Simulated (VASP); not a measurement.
**Pd: single point with PBEsol**

The system is Pd.

```
CELL_PARAMETERS angstrom
0.00000 1.91861 1.91861
1.91861 0.00000 1.91861
1.91861 1.91861 0.00000
ATOMIC_POSITIONS crystal
Pd 0.00000 0.00000 0.00000
```

This cell differs from its parent crystal: volume scaled by 0.96.

```yaml
Program: VASP 6.6.1
Task: single point
Functional: PBEsol
Potentials_or_basis: VASP PAW PBE potentials, release 64 (Pd)
Cutoff: 520 eV
k_mesh: 18 × 18 × 18
Occupations: fermi-dirac, width 0.05 eV
Spin: no spin polarisation
Dipole_correction: no
Further_INCAR_settings: ALGO = Normal; EDIFF = 1e-06; NBANDS = 11
```

```json
{
  "Pressure": "6.2 GPa",
  "Band gap on the k mesh": "zero (band 5 reaches 10.70 eV, above the bottom of band 6 at 8.99 eV)"
}
```

Levels at points of the mesh, in eV from the Fermi level:
| k point | band 2 | band 3 | band 4 | band 5 | band 6 | band 7 | band 8 | band 9 |
| --- | --- | --- | --- | --- | --- | --- | --- | --- |
| (0.00, 0.00, 0.00) | -3.07 | -3.07 | -3.07 | -1.32 | -1.32 | 17.13 | 22.15 | 22.15 |
| (0.50, 0.00, 0.00) | -3.12 | -3.12 | -0.02 | -0.02 | 0.81 | 7.61 | 16.50 | 21.42 |
| (0.50, 0.50, 0.00) | -5.51 | -0.05 | 0.32 | 0.32 | 3.24 | 11.17 | 13.34 | 13.34 |

Run time: 15 s on 1 thread of Intel Xeon 6975P-C, on a shared host, peak memory 0.15 GiB.

Caveat: the PAW data sets were made with another functional, which shifts forces and pressure a little.
